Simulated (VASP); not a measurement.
# SrTiO3 (Pm-3m) in VASP: a series of runs, part 2 of 2

VASP 6.6.1. Earlier steps stand in the parts before.

### 3 Single point, r2SCAN (strain -3.0%)

Contents of POSCAR:

```
SrTiO3
1.0
    3.7896459565      0.0000000000      0.0000000000
    0.0000000000      3.7896459565      0.0000000000
    0.0000000000      0.0000000000      3.7896459565
Sr Ti O
1 1 3
Direct
    0.0000000000      0.0000000000      0.0000000000
    0.5000000000      0.5000000000      0.5000000000
    0.5000000000      0.5000000000      0.0000000000
    0.5000000000      0.0000000000      0.5000000000
    0.0000000000      0.5000000000      0.5000000000
```

Contents of INCAR.step1:

```
SYSTEM = SrTiO3
ALGO = Normal ; EDIFF = 1E-4
ENCUT = 520 ; GGA = PE
ISMEAR = 0 ; LASPH = .True.
LCHARG = .False. ; LREAL = .False.
LWAVE = .True. ; NBANDS = 28
NELM = 60 ; PREC = Accurate
SIGMA = 0.01
```

Contents of INCAR.step2:

```
SYSTEM = SrTiO3
ALGO = Normal ; EDIFF = 1E-7
ENCUT = 520 ; ISIF = 2
ISMEAR = 0 ; ISTART = 1
LASPH = .True. ; LCHARG = .True.
LELF = .True. ; LMIXTAU = .True.
LREAL = .False. ; LVHAR = .True.
LWAVE = .False. ; METAGGA = R2SCAN
NBANDS = 28 ; NELM = 60
PREC = Accurate ; SIGMA = 0.01
```

Contents of KPOINTS:

```
k-points
0
Gamma
  6 6 6
  0 0 0
```

Potentials or basis: VASP PAW PBE potentials, release 64 (Sr_sv, Ti_sv, O).

The run is started by

```sh
> cat potpaw_PBE.64/Sr_sv/POTCAR potpaw_PBE.64/Ti_sv/POTCAR potpaw_PBE.64/O/POTCAR > POTCAR
> cp INCAR.step1 INCAR
> mpirun -np 1 vasp_std > vasp.out
> cp INCAR.step2 INCAR
> mpirun -np 1 vasp_std > vasp.out
```

Wall time 3.8 min (1 thread of Intel Xeon 8259CL, shared host); peak memory 0.19 GiB.

Results (log left out):

* Free energy: -62.9696 eV
* Pressure: 22.4 GPa
* Band gap on the k mesh: 2.46 eV (least direct gap 2.78 eV)

Levels at points of the mesh, in eV from the valence-band top:
```tsv
k point	band 17	band 18	band 19	band 20	band 21	band 22	band 23	band 24
(0.00, 0.00, 0.00)	-1.38	-0.32	-0.32	-0.32	2.46	2.46	2.46	5.28
(0.50, 0.00, 0.00)	-2.60	-2.30	-0.75	-0.75	2.68	4.70	4.70	5.34
(0.50, 0.50, 0.00)	-1.70	-1.70	-1.70	-0.11	4.71	4.71	5.23	6.53
(0.50, 0.50, 0.50)	-4.05	0.00	0.00	0.00	5.52	5.52	5.52	8.01
```

Caveat: the cell differs from its parent crystal (strain -3.0%); the cell stands under pressure; the PAW data sets were made with another functional, which shifts forces and pressure a little. A k mesh can miss the band edges.

### 4 Single point, r2SCAN (strain +3.0%)

Changes to POSCAR since step 3:

```diff
@@ -2,5 +2,5 @@
 1.0
-    3.7896459565      0.0000000000      0.0000000000
-    0.0000000000      3.7896459565      0.0000000000
-    0.0000000000      0.0000000000      3.7896459565
+    4.0240570466      0.0000000000      0.0000000000
+    0.0000000000      4.0240570466      0.0000000000
+    0.0000000000      0.0000000000      4.0240570466
 Sr Ti O
```

Contents of INCAR.step1:

```
SYSTEM = SrTiO3
PREC = Accurate ; ENCUT = 520
ISMEAR = 0 ; SIGMA = 0.01
LREAL = .FALSE. ; LASPH = .TRUE.
NELM = 60 ; NBANDS = 28
GGA = PE ; ALGO = Normal
EDIFF = 1E-4 ; LWAVE = .TRUE.
LCHARG = .FALSE.
```

Contents of INCAR.step2:

```
SYSTEM = SrTiO3
PREC = Accurate ; ENCUT = 520
EDIFF = 1E-6 ; ISMEAR = 0
SIGMA = 0.01 ; LREAL = .FALSE.
LASPH = .TRUE. ; NELM = 60
ALGO = Normal ; ISIF = 2
LWAVE = .FALSE. ; LCHARG = .FALSE.
METAGGA = R2SCAN ; LMIXTAU = .TRUE.
NBANDS = 28 ; ISTART = 1
```

Contents of KPOINTS:

```
Automatic mesh
0
G
  6 6 6
  0 0 0
```

The run is started by

```sh
> cat potpaw_PBE.64/Sr_sv/POTCAR potpaw_PBE.64/Ti_sv/POTCAR potpaw_PBE.64/O/POTCAR > POTCAR
> cp INCAR.step1 INCAR
> mpirun -np 1 vasp_std > vasp.out
> cp INCAR.step2 INCAR
> mpirun -np 1 vasp_std > vasp.out
```

Wall time 4 min (1 thread of Intel Xeon 8259CL, shared host); peak memory 0.19 GiB.

The run converged. Its results:

- Free energy: -63.1058 eV
- Pressure: -13.2 GPa
- Band gap on the k mesh: 2.07 eV (least direct gap 2.49 eV)

Levels at points of the mesh, in eV from the valence-band top:
```
           k point  band 17  band 18  band 19  band 20  band 21  band 22  band 23  band 24
(0.00, 0.00, 0.00)    -1.07    -0.42    -0.42    -0.42     2.07     2.07     2.07     3.95
(0.50, 0.00, 0.00)    -2.14    -1.74    -0.76    -0.76     2.19     3.69     3.69     3.95
(0.50, 0.50, 0.00)    -1.83    -1.51    -1.51    -0.08     3.70     3.70     4.14     4.85
(0.50, 0.50, 0.50)    -3.53     0.00     0.00     0.00     4.29     4.29     4.29     7.27
```

Caveat: the cell differs from its parent crystal (strain +3.0%); the cell stands under tension; the PAW data sets were made with another functional, which shifts forces and pressure a little. A k mesh can miss the band edges.

### 5 Single point, r2SCAN (strain +4.0%)

Changes to POSCAR since step 4:

```diff
@@ -2,5 +2,5 @@
 1.0
-    4.0240570466      0.0000000000      0.0000000000
-    0.0000000000      4.0240570466      0.0000000000
-    0.0000000000      0.0000000000      4.0240570466
+    4.0631255616      0.0000000000      0.0000000000
+    0.0000000000      4.0631255616      0.0000000000
+    0.0000000000      0.0000000000      4.0631255616
 Sr Ti O
```

Contents of INCAR.step1:

```
SYSTEM = SrTiO3
  ALGO = Normal
  EDIFF = 1E-4
  ENCUT = 520
  GGA = PE
  ISMEAR = 0
  LASPH = .TRUE.
  LCHARG = .FALSE.
  LREAL = .FALSE.
  LWAVE = .TRUE.
  NBANDS = 28
  NELM = 60
  PREC = Accurate
  SIGMA = 0.01
```

Contents of INCAR.step2:

```
SYSTEM = SrTiO3
  ALGO = Normal
  EDIFF = 1E-7
  ENCUT = 520
  ISIF = 2
  ISMEAR = 0
  ISTART = 1
  LASPH = .TRUE.
  LCHARG = .FALSE.
  LMIXTAU = .TRUE.
  LREAL = .FALSE.
  LWAVE = .FALSE.
  METAGGA = R2SCAN
  NBANDS = 28
  NELM = 60
  PREC = Accurate
  SIGMA = 0.01
```

Contents of KPOINTS:

```
k-points
0
G
  6 6 6
  0 0 0
```

The run is started by

```sh
> cat potpaw_PBE.64/Sr_sv/POTCAR potpaw_PBE.64/Ti_sv/POTCAR potpaw_PBE.64/O/POTCAR > POTCAR
> cp INCAR.step1 INCAR
> mpirun -np 1 vasp_std > vasp.out
> cp INCAR.step2 INCAR
> mpirun -np 1 vasp_std > vasp.out
```

Run time: 4.6 min. Hardware: 1 thread of Intel Xeon 8259CL, shared host; peak memory 0.19 GiB.

The run converged. Its results:

| Property | Result |
| --- | --- |
| Free energy | -62.9299 eV |
| Pressure | -16.6 GPa |
| Band gap on the k mesh | 2.00 eV (least direct gap 2.43 eV) |

Levels at points of the mesh, in eV from the valence-band top:
```tsv
k point	band 18	band 19	band 20	band 21	band 22	band 23
(0.00, 0.00, 0.00)	-0.43	-0.43	-0.43	2.00	2.00	2.00
(0.50, 0.00, 0.00)	-1.67	-0.75	-0.75	2.11	3.54	3.54
(0.50, 0.50, 0.00)	-1.47	-1.47	-0.07	3.54	3.54	3.97
(0.50, 0.50, 0.50)	0.00	0.00	0.00	4.11	4.11	4.11
```

Caveat: the cell differs from its parent crystal (strain +4.0%); the cell stands under tension; the PAW data sets were made with another functional, which shifts forces and pressure a little.

### 6 Overview

```csv
cell,gap on the mesh (eV),pressure (GPa)
"a = 3.751 Å, 5 atoms",2.53,31.6
"a = 3.790 Å, 5 atoms",2.46,22.4
"a = 4.024 Å, 5 atoms",2.07,-13.2
"a = 4.063 Å, 5 atoms",2.00,-16.6
```

Alike in all rows: task single point; level r2SCAN; potentials or basis VASP PAW PBE potentials, release 64 (Sr_sv, Ti_sv, O); no spin polarisation; k mesh 6 × 6 × 6; cutoff (eV) 520; smearing gaussian 0.01 eV.

Caveats: the PAW data sets were made with another functional, which shifts forces and pressure a little; the cell stands under pressure (at least some runs); the cell stands under tension (at least some runs).

Absolute energies hang on the potentials; compare differences alone.
